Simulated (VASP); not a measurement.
Wanted: the native input for a VASP 6.6.1 run.

* Task: single point
* Functional: LDA
* Potentials or basis: VASP PAW LDA potentials, release 64 (Bi_d, Te)
* Cutoff: 520 eV
* k mesh: 8 × 8 × 8
* Occupations: fermi-dirac, width 0.08 eV
* Spin: no spin polarisation
* Dipole correction: no
* Further INCAR settings: ALGO = Normal; EDIFF = 1e-07; NBANDS = 32

The structure of Bi2Te3 lies in POSCAR:

```
Bi2Te3
1.0
    2.1786529834      1.2578458864      9.8122390614
   -2.1786529834      1.2578458864      9.8122390614
    0.0000000000     -2.5156917729      9.8122390614
Bi Te
2 3
Direct
    0.8120000000      0.8120000000      0.8120000000
    0.4020000000      0.4020000000      0.4020000000
    0.6110000000      0.6110000000      0.6110000000
    0.2000000000      0.2000000000      0.2000000000
    0.0000000000      0.0000000000      0.0000000000
```

One way to write it, as run:

INCAR

```
PREC     = Accurate       # precision mode
ENCUT    = 520            # plane-wave cutoff, eV
EDIFF    = 1E-7           # SCF threshold, eV
ISMEAR   = -1             # smearing method
SIGMA    = 0.08           # smearing width, eV
LREAL    = F              # projectors in reciprocal space
LASPH    = T              # aspherical terms in the spheres
NELM     = 100            # most SCF steps
ALGO     = Normal         # electronic algorithm
ISIF     = 2              # what is computed and relaxed
LWAVE    = F              # write WAVECAR
LCHARG   = T              # write CHGCAR
GGA      = CA             # functional
LELF     = T              # ELF
LVHAR    = T            
NBANDS   = 32             # bands
```

KPOINTS

```
regular mesh
0
Gamma
  8 8 8
```

Potentials or basis: VASP PAW LDA potentials, release 64 (Bi_d, Te).

Launch:

```bash
$ cat potpaw_LDA.64/Bi_d/POTCAR potpaw_LDA.64/Te/POTCAR > POTCAR
$ mpirun -np 1 vasp_std > vasp.out
```

It gave:

| Property | Result |
| --- | --- |
| Pressure | 0.3 GPa |
| Largest force | 1.296 eV/Å |
| Band gap on the k mesh | zero (bands 24 and 25 overlap by 0.19 eV) |

Caveat: spin-orbit coupling is left out, which moves the levels of the heavy elements; forces of over 1 eV/Å act on the atoms, so gaps and moduli don't describe the material at rest.

Wall time 41 min on 1 thread of AMD EPYC 9755 128-Core Processor (shared host), peak memory 0.79 GiB.
